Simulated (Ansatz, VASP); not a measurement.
**Si16O: VASP beside Ansatz**

```
Si O
1.0
     0.00000    5.43000    5.43000
     5.43000    0.00000    5.43000
     5.43000    5.43000    0.00000
Si O
16 1
Direct
  0.00118 0.00259 0.00064
  0.08500 0.11571 0.17883
  0.97302 0.98121 0.55040
  0.12946 0.12179 0.62483
  0.99659 0.48873 0.01630
  0.12245 0.62771 0.12557
  0.00077 0.49670 0.50008
  0.12324 0.60766 0.64083
  0.45614 0.98809 0.04742
  0.62973 0.14318 0.07505
  0.50455 0.00889 0.44658
  0.61657 0.13626 0.57827
  0.49662 0.51677 0.98470
  0.62320 0.62266 0.12816
  0.49918 0.50169 0.49753
  0.62667 0.63590 0.60923
  0.43516 0.06221 0.81286
```

Alike in both runs: functional PBE; k mesh 2 × 2 × 2; occupations fermi-dirac, width 0.02 eV; collinear spin.

Ansatz relaxed the structure, and its values are those at the end. VASP's run is a single point on that final structure, the one shown.

```csv
,VASP,Ansatz
version,VASP 6.6.1,Ansatz 0.2.0
potentials or method,"VASP PAW PBE potentials, release 64 (Si, O), cutoff 520 eV","scalar-relativistic, plane waves, PAW"
valence electrons in the cell,70,70
```

Ansatz gave:

* rms of the force components (eV/Å): 0.005
* net moment per atom (μB): 0.00

Question: What did VASP give for the same quantities?

Answer: rms of the force components (eV/Å): 0.016; net moment per atom (μB): 0.00.

Ansatz's warnings: filled band counts differ across k points, seeded moment not kept.

The k mesh is coarse, so the values compare programs but aren't converged.
